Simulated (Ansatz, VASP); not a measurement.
# Ag in VASP and in Ansatz

```
Ag
1.0
     0.00000    2.04310    2.08396
     2.04310    0.00000    2.08396
     2.04310    2.04310    0.00000
Ag
1
Cartesian
  0.0000 0.0000 0.0000
```

Change from the starting cell: zz strain of +2 %.

Alike in both runs: task single point; functional PBE; k mesh 15 × 15 × 15; occupations fermi-dirac, width 0.05 eV; no spin polarisation.

|  | VASP | Ansatz |
| --- | --- | --- |
| version | VASP 6.6.1 | Ansatz 0.2.0 |
| potentials or method | VASP PAW PBE potentials, release 64 (Ag), cutoff 520 eV | all-electron LAPW, scalar-relativistic |

|  | VASP | Ansatz | Ansatz less VASP |
| --- | --- | --- | --- |
| pressure (GPa) | 2.3 | 2.4 | +0.12 |
| traceless stress, the component that is largest in VASP (GPa) | -0.18 | -0.19 | -0.015 |

Ansatz ran all-electron here, and VASP with PAW potentials.
